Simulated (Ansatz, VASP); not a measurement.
**Two plane-wave programs on BAs**

```
B As
1.0
     3.37514    0.00000    0.00000
    -1.68757    2.92296    0.00000
     0.00000    0.00000   16.00000
B As
1 1
Direct
  0.33333 0.66667 0.50000
  0.66667 0.33333 0.50000
```

Alike in both runs: task single point; functional PBE; k mesh 12 × 12 × 1; occupations gaussian, width 0.03 eV; no spin polarisation.

|  | VASP | Ansatz |
| --- | --- | --- |
| version | VASP 6.6.1 | Ansatz 0.2.0 |
| potentials or method | VASP PAW PBE potentials, release 64 (B, As), cutoff 420 eV | scalar-relativistic, plane waves, PAW |
| valence electrons in the cell | 8 | 18 |

|  | VASP | Ansatz | Ansatz less VASP |
| --- | --- | --- | --- |
| gap on the k mesh at the Fermi level (eV) | 0.74 | 0.75 | +0.009 |
| least direct gap on the mesh (eV) | 0.74 | 0.75 | +0.009 |

VASP's potentials hold 8 valence electrons a cell and Ansatz's 18, so a difference there can come from the potentials and not from the codes.
